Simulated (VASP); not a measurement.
# NaCl (Fm-3m) in VASP: single point with r2SCAN

Aim: the single point of NaCl with r2SCAN.

Everything below comes from runs of VASP 6.6.1. Logs are shortened: lines on timing, memory, paths and dates and some standing lists are left out, and cuts for length are marked.

### Step 1. The cell of the first run

It takes space group Fm-3m (No. 225, cubic). The conventional cell has a = 5.608 Å, b = 5.608 Å, c = 5.608 Å, α = 90.00°, β = 90.00°, γ = 90.00°. Within 3.7 Å of Na (site symmetry m-3m) lie 6 Cl at 2.80 Å. Within 3.7 Å of Cl (site symmetry m-3m) lie 6 Na at 2.80 Å.

### Step 2. Single point, r2SCAN

The input, POSCAR:

```
NaCl
1.0
    0.0000000000      2.8039808500      2.8039808500
    2.8039808500      0.0000000000      2.8039808500
    2.8039808500      2.8039808500      0.0000000000
Na Cl
1 1
Direct
    0.0000000000      0.0000000000      0.0000000000
    0.5000000000      0.5000000000      0.5000000000
```

The input, INCAR.step1:

```
SYSTEM = NaCl
  PREC = Accurate
  ENCUT = 520
  ISMEAR = 0
  SIGMA = 0.01
  LREAL = .FALSE.
  LASPH = .TRUE.
  NELM = 100
  NBANDS = 14
  GGA = PE
  ALGO = Normal
  EDIFF = 1E-4
  LWAVE = .TRUE.
  LCHARG = .FALSE.
```

The input, INCAR.step2:

```
SYSTEM = NaCl
  PREC = Accurate
  ENCUT = 520
  EDIFF = 1E-7
  ISMEAR = 0
  SIGMA = 0.01
  LREAL = .FALSE.
  LASPH = .TRUE.
  NELM = 100
  ALGO = Normal
  ISIF = 2
  LWAVE = .FALSE.
  LCHARG = .TRUE.
  METAGGA = R2SCAN
  LMIXTAU = .TRUE.
  LELF = .TRUE.
  LVHAR = .TRUE.
  NBANDS = 14
  ISTART = 1
```

The input, KPOINTS:

```
regular mesh
0
G
  8 8 8
  0 0 0
```

Potentials or basis: VASP PAW PBE potentials, release 64 (Na_pv, Cl).

Command:

```console
cat potpaw_PBE.64/Na_pv/POTCAR potpaw_PBE.64/Cl/POTCAR > POTCAR
cp INCAR.step1 INCAR
mpirun -np 1 vasp_std > vasp.out
cp INCAR.step2 INCAR
mpirun -np 1 vasp_std > vasp.out
```

OUTCAR:

```text
SYSTEM = NaCl
   PREC = Accurate
   ENCUT = 520
   EDIFF = 1E-7
   ISMEAR = 0
   LREAL = .FALSE.
   LASPH = .TRUE.
   NELM = 100
   ISIF = 2
   METAGGA = R2SCAN
   ISTART = 1

 ion  position               nearest neighbor table
   1  0.000  0.000  0.000-
   2  0.500  0.500  0.500-

  LATTYP: Found a face centered cubic cell.
 ALAT       =     5.6079617000

  Lattice vectors:

 A1 = (   0.0000000000,   2.8039808500,   2.8039808500)
 A2 = (   2.8039808500,   0.0000000000,   2.8039808500)
 A3 = (   2.8039808500,   2.8039808500,   0.0000000000)

Analysis of symmetry for initial positions (statically):
=====================================================================
 Subroutine PRICEL returns:
 Original cell was already a primitive cell.

 Routine SETGRP: Setting up the symmetry group for a
 face centered cubic supercell.

 Subroutine GETGRP returns: Found 48 space group operations
 (whereof 48 operations were pure point group operations)
 out of a pool of 48 trial point group operations.

The static configuration has the point symmetry O_h .

Analysis of symmetry for dynamics (positions and initial velocities):
=====================================================================
 Subroutine PRICEL returns:
 Original cell was already a primitive cell.

 Routine SETGRP: Setting up the symmetry group for a
 face centered cubic supercell.

 Subroutine GETGRP returns: Found 48 space group operations
 (whereof 48 operations were pure point group operations)
 out of a pool of 48 trial point group operations.

The dynamic configuration has the point symmetry O_h .

 Subroutine INISYM returns: Found 48 space group operations
 (whereof 48 operations are pure point group operations),
 and found     1 'primitive' translations

----------------------------------------------------------------------------------------

                                     Primitive cell

  volume of cell :      44.0915

  direct lattice vectors                    reciprocal lattice vectors
     0.000000000  2.803980850  2.803980850    -0.178317908  0.178317908  0.178317908
     2.803980850  0.000000000  2.803980850     0.178317908 -0.178317908  0.178317908
     2.803980850  2.803980850  0.000000000     0.178317908  0.178317908 -0.178317908

  length of vectors
     3.965427747  3.965427747  3.965427747     0.308855677  0.308855677  0.308855677

  position of ions in fractional coordinates (direct lattice)
     0.000000000  0.000000000  0.000000000
     0.500000000  0.500000000  0.500000000

  ion indices of the primitive-cell ions
[... 87 lines left out ...]
   NUPDOWN=      -1.0000    fix difference up-down
   EMIN   =  10.00;   EMAX   =-10.00  energy-range for DOS
   EFERMI =   0.00;   METHOD = LEGACY
   ISMEAR =     0;   SIGMA  =   0.01  broadening in eV -4-tet -1-fermi 0-gaus
   EFERMI_NEDOS =   21; number of points for ismear=-14 and -15
   IALGO  =     38    algorithm
   IMIX   =      4    mixing-type and parameters
     AMIX     =   0.40;   BMIX     =  1.00
     AMIX_MAG =   1.60;   BMIX_MAG =  1.00
  volume/ion in A,a.u.               =      22.05       148.77
  Fermi-wavevector in a.u.,A,eV,Ry     =   1.116861  2.110561 16.971615  1.247379
  Thomas-Fermi vector in A             =   2.253479
   LORBIT       =      0    0 simple, 1 ext, 2 COOP (PROOUT), +10 PAW based schemes
   METAGGA = R2SCAN    functional components
   LHFCALC =     F    Hartree Fock is set to
   AEXX    =    0.0000 exact exchange contribution
   IVDW    =     0    specifies the selected vdW correction
   LEPSILON=     F    determine dielectric tensor
   LRPA    =     F    only Hartree local field effects (RPA)
 non-spin polarized calculation
 Gauss-broadening in eV      SIGMA  =   0.01
  energy-cutoff  :      520.00
  volume of cell :       44.09
 maximum number of plane-waves:      1243
 NGX is ok and might be reduce to    30
   NGX = 15   NGY = 15   NGZ = 15

 number of electron      14.0000003 magnetization

 Free energy of the ion-electron system (eV)
  ---------------------------------------------------
  ext. energy  EPLUGINS =         0.00000000
  ---------------------------------------------------
  free energy    TOTEN  =       -13.79002994 eV

  energy without entropy =      -13.79002994  energy(sigma->0) =      -13.79002994

 E-fermi :  -0.9855     XC(G=0):  -8.7244

 val. band max:       -1.0652799726   @ k =   0.0000   0.0000   0.0000
 cond. band min:       4.9272405492   @ k =   0.0000   0.0000   0.0000
 fundamental gap:      5.9925205218
 Fermi energy:        -0.9855489989

 k-point     1 :       0.0000    0.0000    0.0000
  band No.  band energies     occupation
      1     -22.5530      2.00000
      2     -22.5526      2.00000
      3     -22.5526      2.00000
      4     -14.3270      2.00000
      5      -1.0653      2.00000
      6      -1.0653      2.00000
      7      -1.0653      2.00000
      8       4.9272      0.00000
      9      10.7112      0.00000
     10      10.7112      0.00000
     11      10.7112      0.00000
     12      12.9821      0.00000
     13      12.9821      0.00000
     14      14.6124      0.00000
[... 377 lines left out ...]
      1     -22.5772      2.00000
      2     -22.5610      2.00000
      3     -22.5570      2.00000
      4     -13.9342      2.00000
      5      -2.7633      2.00000
      6      -1.8639      2.00000
      7      -1.5030      2.00000
      8       7.9978      0.00000
      9       9.4675      0.00000
     10      10.0334      0.00000
     11      11.5878      0.00000
     12      14.2166      0.00000
     13      15.6460      0.00000
     14      16.5536      0.00000

 [... further k-points ...]

------------------------ aborting loop because EDIFF is reached ----------------------------------------

  FORCE on cell =-STRESS in cart. coord.  units (eV):
  Direction    XX          YY          ZZ          XY          YZ          ZX
  --------------------------------------------------------------------------------------
  -------------------------------------------------------------------------------------
  Total       -0.0545771     -0.0545771     -0.0545771     -0.0000000      0.0000000      0.0000000
  in kB       -1.9831988     -1.9831988     -1.9831988     -0.0000000      0.0000000      0.0000000
  external PRESSURE =      -1.9831988 kB  Pullay stress =       0.0000000 kB

 VOLUME and BASIS-vectors are now :
 -----------------------------------------------------------------------------
  energy-cutoff  :      520.00
  volume of cell :       44.09
      direct lattice vectors                 reciprocal lattice vectors
     0.000000000  2.803980850  2.803980850    -0.178317908  0.178317908  0.178317908
     2.803980850  0.000000000  2.803980850     0.178317908 -0.178317908  0.178317908
     2.803980850  2.803980850  0.000000000     0.178317908  0.178317908 -0.178317908

 POSITION                                       TOTAL-FORCE (eV/Angst)
 -----------------------------------------------------------------------------------
      0.00000      0.00000      0.00000         0.000000      0.000000      0.000000
      2.80398      2.80398      2.80398         0.000000      0.000000      0.000000
 -----------------------------------------------------------------------------------
    total drift:                               -0.000000      0.000000      0.000000

  FREE ENERGIE OF THE ION-ELECTRON SYSTEM (eV)
  ---------------------------------------------------
  free  energy   TOTEN  =       -13.7900299390 eV

  energy  without entropy=      -13.7900299390  energy(sigma->0) =      -13.79002994
```

OSZICAR.step1:

```text
N       E                     dE             d eps       ncg     rms          rms(c)
DAV:   1     0.911806071765E+02    0.91181E+02   -0.70965E+03   826   0.101E+03
DAV:   2     0.393911242240E+00   -0.90787E+02   -0.84682E+02   892   0.257E+02
DAV:   3    -0.684987916525E+01   -0.72438E+01   -0.72036E+01  1064   0.685E+01
DAV:   4    -0.696242563727E+01   -0.11255E+00   -0.11249E+00   958   0.909E+00
DAV:   5    -0.696486890524E+01   -0.24433E-02   -0.24432E-02  1040   0.136E+00    0.216E+00
DAV:   6    -0.677581184770E+01    0.18906E+00   -0.31293E-01   992   0.328E+00    0.161E+00
DAV:   7    -0.676435365329E+01    0.11458E-01   -0.80932E-02  1116   0.164E+00    0.110E+00
DAV:   8    -0.676991815531E+01   -0.55645E-02   -0.97564E-03   914   0.854E-01    0.300E-01
DAV:   9    -0.676980124834E+01    0.11691E-03   -0.21397E-04  1016   0.113E-01    0.160E-01
DAV:  10    -0.676991474577E+01   -0.11350E-03   -0.30181E-04   938   0.139E-01    0.645E-02
DAV:  11    -0.676990457470E+01    0.10171E-04   -0.16965E-05   574   0.405E-02
   1 F= -.67699046E+01 E0= -.67699046E+01  d E =-.132013E-19
```

Wall time 2.9 min (1 thread of Intel Xeon 8259CL, shared host); peak memory 0.17 GiB.

Results:

```
Free energy            : -13.7900 eV
Pressure               : -0.2 GPa
Band gap on the k mesh : 5.99 eV
```

Levels at points of the mesh, in eV from the valence-band top:
```
           k point  band 4  band 5  band 6  band 7  band 8  band 9  band 10  band 11
(0.00, 0.00, 0.00)  -13.26    0.00    0.00    0.00    5.99   11.78    11.78    11.78
(0.50, 0.00, 0.00)  -12.90   -1.97   -0.29   -0.29    7.98   11.76    11.81    11.81
(0.50, 0.50, 0.00)  -12.85   -1.73   -0.62   -0.62    8.49    8.60    12.34    16.08
```

Caveat: the PAW data sets were made with another functional, which shifts forces and pressure a little.
